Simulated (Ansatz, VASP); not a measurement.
Two plane-wave programs on TiB2

```
CELL_PARAMETERS angstrom
3.01703 0.00000 0.00000
-1.50852 2.61283 0.00000
0.00000 0.00000 3.18571
ATOMIC_POSITIONS crystal
Ti 0.00000 0.00000 0.00000
B 0.33333 0.66667 0.50000
B 0.66667 0.33333 0.50000
```

Alike in both runs: functional PBEsol; k mesh 18 × 18 × 12; occupations gaussian, width 0.1 eV; no spin polarisation.

Ansatz relaxed the structure, and its values are those at the end. VASP's run is a single point on that final structure, the one shown.

|  | VASP | Ansatz |
| --- | --- | --- |
| version | VASP 6.6.1 | Ansatz 0.2.0 |
| potentials or method | VASP PAW PBE potentials, release 64 (Ti_sv, B), cutoff 520 eV | scalar-relativistic, plane waves, PAW |
| valence electrons in the cell | 18 | 18 |

```csv
,VASP,Ansatz,Ansatz less VASP
gap on the k mesh at the Fermi level (eV),none,none,-
pressure (GPa),0.4,0.0,-0.37
```

VASP's potentials were made for PBE, not for PBEsol. A gap of «none» marks a metal or a gap that the smearing closes.
